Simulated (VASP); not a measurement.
Input of a VASP 6.6.1 run:

Contents of INCAR:

```
SYSTEM = ZnCu
  ALGO = Normal
  EDIFF = 1E-6
  ENCUT = 520
  GGA = PE
  ISIF = 2
  ISMEAR = 0
  LASPH = .TRUE.
  LCHARG = .FALSE.
  LREAL = .FALSE.
  LWAVE = .FALSE.
  NBANDS = 18
  NELM = 100
  PREC = Accurate
  SIGMA = 0.1
```

File KPOINTS:

```
k-points
0
G
  16 16 12
  0 0 0
```

POSCAR

```
ZnCu
1.0
    2.7867735404      0.0000000000      0.0000000000
    0.0000000000      2.7867735404      0.0000000000
    0.0000000000      0.0000000000      3.3653988846
Zn Cu
1 1
Direct
    0.5000000000      0.5000000000      0.5000000000
    0.0000000000      0.0000000000      0.0000000000
```

Potentials or basis: VASP PAW PBE potentials, release 64 (Zn, Cu).

Run with:

```console
$ cat potpaw_PBE.64/Zn/POTCAR potpaw_PBE.64/Cu/POTCAR > POTCAR
$ mpirun -np 1 vasp_std > vasp.out
```

**Question.** Estimate the pressure.

**Answer.** 0.1 GPa.

Stress tensor (GPa, compression positive):
```
 0.46  0.00  0.00
 0.00  0.46  0.00
 0.00  0.00 -0.77
```

Caveat: the cell differs from its parent crystal (uniaxial strain along c: -2.0 %, then relaxed in part).
